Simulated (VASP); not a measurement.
PdC18: single point with PBE+D3(BJ)

PdC18, a slab with vacuum:

```
CELL_PARAMETERS angstrom
7.39800 0.00000 0.00000
-3.69900 6.40686 0.00000
0.00000 0.00000 12.00000
ATOMIC_POSITIONS crystal
C 0.99712 0.99425 0.09388
C 0.22107 0.10638 0.08477
C 0.99664 0.33058 0.08491
C 0.21962 0.43951 0.08026
C 0.99610 0.66189 0.08159
C 0.21911 0.77242 0.08152
C 0.32937 0.99518 0.08156
C 0.55247 0.10583 0.08155
C 0.32979 0.32907 0.08016
C 0.55250 0.43901 0.07953
C 0.32934 0.66201 0.07953
C 0.55206 0.77196 0.08015
C 0.66077 0.99462 0.08475
C 0.88470 0.10674 0.09386
C 0.66273 0.32858 0.08152
C 0.88570 0.43909 0.08159
C 0.66222 0.66152 0.08025
C 0.88517 0.77042 0.08490
Pd 0.94071 0.05054 0.26370
```

```json
{
  "Program": "VASP 6.6.1",
  "Task": "single point",
  "Functional": "PBE",
  "Dispersion": "D3(BJ)",
  "Potentials or basis": "VASP PAW PBE potentials, release 64 (C, Pd)",
  "Cutoff": "520 eV",
  "k mesh": "2 × 2 × 1",
  "Occupations": "gaussian, width 0.02 eV",
  "Spin": "no spin polarisation"
}
```

The largest force is 0.039 eV/Å. The band gap on the k mesh is 0.08 eV and the dispersion energy per atom is -0.099 eV.

Forces on the atoms (eV/Å):
```
C    0.033 -0.005 -0.015
C    0.002  0.013  0.001
C    0.030  0.020  0.005
C   -0.027 -0.012 -0.005
C    0.023  0.008  0.003
C   -0.036 -0.009  0.004
C    0.024  0.016 -0.001
C   -0.027 -0.019 -0.003
C    0.014  0.003 -0.001
C   -0.024 -0.002  0.000
C    0.027 -0.009  0.001
C   -0.026 -0.007 -0.003
C   -0.004  0.001 -0.001
C   -0.029  0.019 -0.019
C    0.020  0.002  0.002
C   -0.011 -0.002  0.001
C    0.029  0.004  0.007
C   -0.019 -0.020  0.008
Pd   0.002 -0.001  0.018
```

Levels at points of the mesh, in eV from the valence-band top:
| k point | band 39 | band 40 | band 41 | band 42 | band 43 | band 44 |
| --- | --- | --- | --- | --- | --- | --- |
| (0.00, 0.00, 0.00) | -1.43 | -0.17 | 0.00 | 0.08 | 0.29 | 0.95 |
| (0.50, 0.00, 0.00) | -1.47 | -1.28 | -1.03 | 0.98 | 1.64 | 2.36 |
| (0.00, 0.50, 0.00) | -1.47 | -1.28 | -1.03 | 0.98 | 1.62 | 2.35 |
| (0.50, 0.50, 0.00) | -1.22 | -1.22 | -1.21 | 0.89 | 1.60 | 2.32 |

Run time: 3 min on 1 thread of AMD EPYC 9R45 96-Core Processor (Zen 5) (shared host), peak memory 0.56 GiB.

Caveat: the k points lie up to 0.49 Å⁻¹ apart; there is no dipole correction, which matters where the two faces differ.
